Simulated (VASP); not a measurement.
A run of VASP 6.6.1:

The input INCAR:

```
PREC = Accurate ; ENCUT = 520
EDIFF = 1E-6 ; ISMEAR = 0
SIGMA = 0.02 ; LREAL = False
LASPH = True ; NELM = 60
ALGO = Normal ; ISIF = 2
LWAVE = False ; LCHARG = False
GGA = PE ; IVDW = 12
NBANDS = 22
```

KPOINTS

```
regular mesh
0
Gamma
  8 8 4
```

Contents of POSCAR:

```
I
1.0
    3.6780393392     -2.2404280233      0.0000000000
    3.6780393392      2.2404280233      0.0000000000
    0.0000000000      0.0000000000      9.6553198357
I
4
Direct
    0.8288602556      0.1711397444      0.8775929300
    0.3288602556      0.6711397444      0.6224070700
    0.1711397444      0.8288602556      0.1224070700
    0.6711397444      0.3288602556      0.3775929300
```

Potentials or basis: VASP PAW PBE potentials, release 64 (I).

Command:

```sh
$ cat potpaw_PBE.64/I/POTCAR > POTCAR
$ mpirun -np 1 vasp_std > vasp.out
```

Hardware: 1 thread of Intel(R) Xeon(R) Platinum 8259CL CPU @ 2.50GHz (Skylake/Cascade Lake) (shared host).

Problem. How long does it take, and how much memory?

Solution. Wall time 100 s on 1 thread of Intel(R) Xeon(R) Platinum 8259CL CPU @ 2.50GHz (Skylake/Cascade Lake) (shared host), peak memory 0.35 GiB. Counts: scf iterations 12, k points 63.
